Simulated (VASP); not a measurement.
# Au: single point with PBEsol

Au:

```
Au
1.0
     0.00000    2.04124    2.04124
     2.04124    0.00000    2.04124
     2.04124    2.04124    0.00000
Au
1
Direct
  0.00000 0.00000 0.00000
```

```
Program             : VASP 6.6.1
Task                : single point
Functional          : PBEsol
Potentials or basis : VASP PAW PBE potentials, release 64 (Au)
Cutoff              : 500 eV
k mesh              : 11 × 11 × 11
Occupations         : fermi-dirac, width 0.05 eV
Spin                : no spin polarisation
```

- Pressure: -0.3 GPa

Levels at points of the mesh, in eV from the Fermi level:
```csv
k point,band 2,band 3,band 4,band 5,band 6,band 7,band 8,band 9,band 10,band 11
"(0.00, 0.00, 0.00)",-4.70,-4.70,-4.70,-3.16,-3.16,14.49,18.49,18.49,18.49,23.36
```

Wall time 5.5 s on 1 thread of Intel Xeon 6975P-C, on a shared host, peak memory 0.14 GiB.

Caveat: the PAW data sets were made with another functional, which shifts forces and pressure a little; spin-orbit coupling is left out, which moves the levels of the heavy elements.
